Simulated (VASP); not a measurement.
A run of VASP 6.6.1:

File INCAR:

```
PREC = Accurate ; ENCUT = 520
EDIFF = 1E-6 ; ISMEAR = 1
SIGMA = 0.025 ; LREAL = F
LASPH = T ; NELM = 100
ALGO = Normal ; ISIF = 2
LWAVE = F ; LCHARG = F
GGA = PS ; NBANDS = 8
```

The input KPOINTS:

```
regular mesh
0
Gamma
  8 8 8
```

POSCAR

```
Al
1.0
    0.0478940000      1.9691420000      2.0268530000
    2.0432560000     -0.0083540000      2.0831010000
    2.0405820000      2.0227150000     -0.0056790000
Al
1
Direct
    0.0059780000     -0.0131190000      0.0211680000
```

Potentials or basis: VASP PAW PBE potentials, release 64 (Al).

Command:

```sh
$ cat potpaw_PBE.64/Al/POTCAR > POTCAR
$ mpirun -np 1 vasp_std > vasp.out
```

Hardware: 1 thread of Intel(R) Xeon(R) Platinum 8259CL CPU @ 2.50GHz (Skylake/Cascade Lake) (shared host).

**Question.** How long does it take, and how much memory?

**Answer.** It took 18 s on 1 thread of Intel(R) Xeon(R) Platinum 8259CL CPU @ 2.50GHz (Skylake/Cascade Lake), with other jobs on the host, peak memory 0.15 GiB. Counts: scf iterations 9, k points 260.
